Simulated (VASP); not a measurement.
**BAs: single point with r2SCAN**

Crystal: BAs.

```
B As
1.0
     0.00000    2.46362    2.35865
     2.46362    0.00000    2.35865
     2.46362    2.46362    0.00000
B As
1 1
Direct
  0.00000 0.00000 0.00000
  0.25000 0.25000 0.25000
```

This cell differs from its parent crystal: epitaxial xy strain +3.0%.

- Program: VASP 6.6.1
- Task: single point
- Functional: r2SCAN
- Potentials or basis: VASP PAW PBE potentials, release 64 (B, As)
- Cutoff: 520 eV
- k mesh: 10 × 10 × 10
- Occupations: fermi-dirac, width 0.02 eV
- Spin: non-collinear spin, zero start, spin-orbit coupling
- Starting moments: [[0.0, 0.0, 0.0], [0.0, 0.0, 0.0]] μB

| Property | Result |
| --- | --- |
| Pressure | -5.6 GPa |
| Net moment | 0.00 μB per cell |
| Valence electrons inside the program's atomic spheres | B 1.77; As 2.91 |

Stress tensor (GPa, compression positive):
```
-8.54  0.00  0.00
 0.00 -8.54  0.00
 0.00  0.00  0.15
```

Moments on the atoms (μB; x, y, z):
```
B   0.00 0.00 0.00
As  0.00 0.00 0.00
```

Run time: 40 min on 1 thread of AMD EPYC 7R13, on a shared host, peak memory 0.34 GiB.

Caveat: the cell differs from its parent crystal (epitaxial xy strain +3.0%); the cell stands under tension; the PAW data sets were made with another functional, which shifts forces and pressure a little.
